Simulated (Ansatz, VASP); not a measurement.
H: VASP beside Ansatz

Contents of INCAR:

```
SYSTEM = H
PREC     = Accurate       ! precision mode
ENCUT    = 500            ! plane-wave cutoff, eV
EDIFF    = 1E-6           ! SCF threshold, eV
ISMEAR   = -1             ! smearing method
SIGMA    = 0.03           ! smearing width, eV
LREAL    = .False.        ! projectors in reciprocal space
LASPH    = .True.         ! aspherical terms in the spheres
NELM     = 120            ! most SCF steps
ALGO     = Normal         ! electronic algorithm
ISIF     = 2              ! what is computed and relaxed
LWAVE    = .False.        ! write WAVECAR
LCHARG   = .False.        ! write CHGCAR
GGA      = PS             ! functional
NBANDS   = 8              ! bands
GGA_COMPAT= .False.
```

The input KPOINTS:

```
regular mesh
0
Gamma
  13 13 7
  0 0 0
```

The input POSCAR:

```
H
1.0
    1.9877664242      0.0000000000      0.0000000000
   -0.9938832121      1.7214562201      0.0000000000
    0.0000000000      0.0000000000      3.1932513938
H
2
Direct
    0.3333333333      0.6666666667      0.2500000000
    0.6666666667      0.3333333333      0.7500000000
```

Input for Ansatz:

```yaml
crystal:
  lattice:
    - [1.9877664242, 0.0, 0.0]
    - [-0.9938832121, 1.7214562201, 0.0]
    - [0.0, 0.0, 3.1932513938]
  atoms:
    - { symbol: H, position: [0.3333333333, 0.6666666667, 0.25] }
    - { symbol: H, position: [0.6666666667, 0.3333333333, 0.75] }
kpoints:
  mp_grid: { grid: [13, 13, 7] }
scf:
  occupations: { method: fermi_dirac, width: 0.03 }
hamiltonian:
  xc: pbesol
  pseudopotentials: { kind: all_electron, lapw: { basis_error: 0.00025 } }
output:
  forces: true
  stress: true
  eigenvalues: true
```

Change from the starting cell: functional pbesol, volume scaled by 0.96.

Alike in both runs: task single point; functional PBEsol; k mesh 13 × 13 × 7; occupations fermi-dirac, width 0.03 eV; no spin polarisation.

|  | VASP | Ansatz |
| --- | --- | --- |
| version | VASP 6.6.1 | Ansatz 0.2.0 |
| potentials or method | VASP PAW PBE potentials, release 64 (H), cutoff 500 eV | all-electron LAPW, scalar-relativistic |

|  | VASP | Ansatz | Ansatz less VASP |
| --- | --- | --- | --- |
| pressure (GPa) | -25.7 | -25.5 | +0.24 |
| traceless stress, the component that is largest in VASP (GPa) | -1.94 | -1.94 | +0.003 |

VASP's potentials were made for PBE, not for PBEsol. Ansatz ran all-electron here, and VASP with PAW potentials.
